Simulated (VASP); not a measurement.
Wanted: the native input for a VASP 6.6.1 run.

| Property | Result |
| --- | --- |
| Task | single point |
| Functional | RPBE |
| Potentials or basis | VASP PAW PBE potentials, release 64 (P) |
| Cutoff | 520 eV |
| k mesh | 9 × 9 × 9 |
| Occupations | methfessel-paxton, width 0.1 eV |
| Spin | non-collinear spin, zero start, spin-orbit coupling |
| Starting moments | [[0.0, 0.0, 0.0], [0.0, 0.0, 0.0]] μB |
| Dipole correction | no |
| k mesh for the DOS | 14 × 14 × 14 |
| Occupations for the DOS | tetrahedron |
| Further INCAR settings | ALGO = Normal; EDIFF = 1e-06 |

The system is P.

```
P
1.0
     1.74843    1.00946    3.17086
    -1.74843    1.00946    3.17086
     0.00000   -2.01892    3.17086
P
2
Direct
  0.77292 0.77292 0.77292
  0.22708 0.22708 0.22708
```

One way to write it, as run:

POSCAR

```
P
1.0
    1.7484346925      1.0094592404      3.1708647352
   -1.7484346925      1.0094592404      3.1708647352
    0.0000000000     -2.0189184807      3.1708647352
P
2
Direct
    0.7729197500      0.7729197500      0.7729197500
    0.2270802500      0.2270802500      0.2270802500
```

INCAR.step1

```
SYSTEM = P
  PREC = Accurate
  ENCUT = 520
  EDIFF = 1E-6
  ISMEAR = 1
  SIGMA = 0.1
  LREAL = .FALSE.
  LASPH = .TRUE.
  NELM = 150
  ALGO = Normal
  ISIF = 2
  LWAVE = .FALSE.
  LCHARG = .TRUE.
  MAGMOM = 0 0 0 0 0 0
  LSORBIT = .TRUE.
  GGA_COMPAT = .FALSE.
  LORBMOM = .TRUE.
  GGA = RP
  NBANDS = 22
```

KPOINTS.step1

```
Automatic mesh
0
G
  9 9 9
  0 0 0
```

INCAR.step2

```
SYSTEM = P
  PREC = Accurate
  ENCUT = 520
  EDIFF = 1E-6
  ISMEAR = -5
  SIGMA = 0.1
  LREAL = .FALSE.
  LASPH = .TRUE.
  NELM = 150
  ALGO = Normal
  ISIF = 2
  LWAVE = .FALSE.
  LCHARG = .FALSE.
  MAGMOM = 0 0 0 0 0 0
  LORBIT = 10
  LSORBIT = .TRUE.
  GGA_COMPAT = .FALSE.
  LORBMOM = .TRUE.
  GGA = RP
  NEDOS = 1001
  ICHARG = 11
```

KPOINTS.step2

```
Automatic mesh
0
G
  14 14 14
  0 0 0
```

Potentials or basis: VASP PAW PBE potentials, release 64 (P).

The run is started by

```bash
$ cat potpaw_PBE.64/P/POTCAR > POTCAR
$ cp INCAR.step1 INCAR
$ cp KPOINTS.step1 KPOINTS
$ mpirun -np 1 vasp_ncl > vasp.out
$ cp INCAR.step2 INCAR
$ cp KPOINTS.step2 KPOINTS
$ mpirun -np 1 vasp_ncl > vasp.out
```

It gave:

```json
{
  "Net moment": "0.00 μB per cell",
  "Valence electrons inside the program's atomic spheres": "P 2.41"
}
```

Wall time 6.5 min on 1 thread of Intel Xeon 8259CL (shared host), peak memory 0.39 GiB.
